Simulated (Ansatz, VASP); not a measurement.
## Two plane-wave programs on SiC5

INCAR

```
PREC     = Accurate       # precision mode
ENCUT    = 520            # plane-wave cutoff, eV
EDIFF    = 1E-6           # SCF threshold, eV
ISMEAR   = 0              # smearing method
SIGMA    = 0.1            # smearing width, eV
LREAL    = False          # projectors in reciprocal space
LASPH    = True           # aspherical terms in the spheres
NELM     = 150            # most SCF steps
ALGO     = Normal         # electronic algorithm
ISIF     = 2              # what is computed and relaxed
LWAVE    = False          # write WAVECAR
LCHARG   = False          # write CHGCAR
ISPIN    = 2              # spin polarisation
MAGMOM   = 0 1 1 1 1 1    # initial moments
LORBIT   = 11             # projections on sites
GGA      = PE             # functional
NBANDS   = 25             # bands
```

KPOINTS

```
regular mesh
0
Gamma
  4 4 6
```

The input POSCAR:

```
SiC5
1.0
    3.8863536463      0.0000000000      0.0000000000
    0.0000000000      3.8863536463      0.0000000000
    0.0000000000      0.0000000000      3.5006330263
Si C
1 5
Direct
    0.5000000000      0.5000000000      0.0000000000
    0.5000000000      0.0000000000      0.5000000000
    0.0000000000      0.5000000000      0.5000000000
    0.5000000000      0.0000000000      0.0000000000
    0.0000000000      0.5000000000      0.0000000000
    0.5000000000      0.5000000000      0.5000000000
```

Input for Ansatz:

```yaml
crystal:
  lattice:
    - [3.8863536463, 0.0, 0.0]
    - [0.0, 3.8863536463, 0.0]
    - [0.0, 0.0, 3.5006330263]
  atoms:
    - { symbol: Si, position: [0.5, 0.5, 0.0] }
    - { symbol: C, position: [0.5, 0.0, 0.5], spin: 1.0 }
    - { symbol: C, position: [0.0, 0.5, 0.5], spin: 1.0 }
    - { symbol: C, position: [0.5, 0.0, 0.0], spin: 1.0 }
    - { symbol: C, position: [0.0, 0.5, 0.0], spin: 1.0 }
    - { symbol: C, position: [0.5, 0.5, 0.5], spin: 1.0 }
basis:
  ecutwfc: 420
kpoints:
  mp_grid: { grid: [4, 4, 6] }
hamiltonian:
  xc: pbe
scf:
  occupations: { method: gaussian, width: 0.1 }
  lower_state_search: "off"
output:
  forces: true
  stress: true
  eigenvalues: true
  populations: true
magnetization:
  spin_polarized: true
```

Alike in both runs: task single point; functional PBE; k mesh 4 × 4 × 6; occupations gaussian, width 0.1 eV; collinear spin.

|  | VASP | Ansatz |
| --- | --- | --- |
| version | VASP 6.6.1 | Ansatz 0.2.0 |
| potentials or method | VASP PAW PBE potentials, release 64 (Si, C), cutoff 520 eV | scalar-relativistic, plane waves, PAW |
| valence electrons in the cell | 24 | 24 |

```tsv
	VASP	Ansatz	Ansatz less VASP
gap on the k mesh at the Fermi level (eV)	none	none	-
pressure (GPa)	0.1	0.1	+0.04
traceless stress, the component that is largest in VASP (GPa)	0.05	0.09	+0.045
net moment per atom (μB)	0.00	0.00	0.000
```

A gap of «none» marks a metal or a gap that the smearing closes. Ansatz's warnings: seeded moment not kept.

The k mesh is coarse, so the values compare programs but aren't converged.
